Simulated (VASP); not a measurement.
Pb:

```xyz
2
Lattice="0.0000 3.3816 3.3816 3.3816 0.0000 3.3816 3.3816 3.3816 0.0000" Properties=species:S:1:pos:R:3 pbc="T T T"
Pb    0.0000    0.0000    0.0000
Pb    1.6908    1.6908    1.6908
```

This isn't the form of Pb at room conditions, which is fcc.

| Quantity | Value |
| --- | --- |
| Program | VASP 6.6.1 |
| Task | relaxation of cell and atoms |
| Functional | PBEsol |
| Potentials or basis | VASP PAW PBE potentials, release 64 (Pb_d) |
| Cutoff | 600 eV |
| k mesh | 12 × 12 × 12 |
| Occupations | gaussian, width 0.1 eV |
| Spin | no spin polarisation |

At the start: pressure 2.2 GPa; volume 38.67 Å³/atom.

Problem. Where does the relaxation end?

Solution. Over 3 steps the energy falls by 16.7 meV/atom and the volume is 41.18 Å³/atom (+6.5 %); space group Fd-3m (No. 227, to 0.1 Å) before and after.

Step by step:
| step | energy change (eV) | largest force (eV/Å) | pressure (GPa) | volume (Å³) |
| --- | --- | --- | --- | --- |
| 1 | 0.0000 | 0.0000 | 2.23 | 77.34 |
| 2 | -0.0318 | 0.0000 | -0.43 | 83.53 |
| 3 | -0.0333 | 0.0000 | 0.01 | 82.36 |

Final structure:
```yaml
crystal:
  lattice:
    - [0.00000, 3.45323, 3.45323]
    - [3.45323, 0.00000, 3.45323]
    - [3.45323, 3.45323, 0.00000]
  atoms:
    - { symbol: Pb, position: [0.00000, 0.00000, 0.00000] }
    - { symbol: Pb, position: [0.25000, 0.25000, 0.25000] }
```

Caveat: the PAW data sets were made with another functional, which shifts forces and pressure a little.
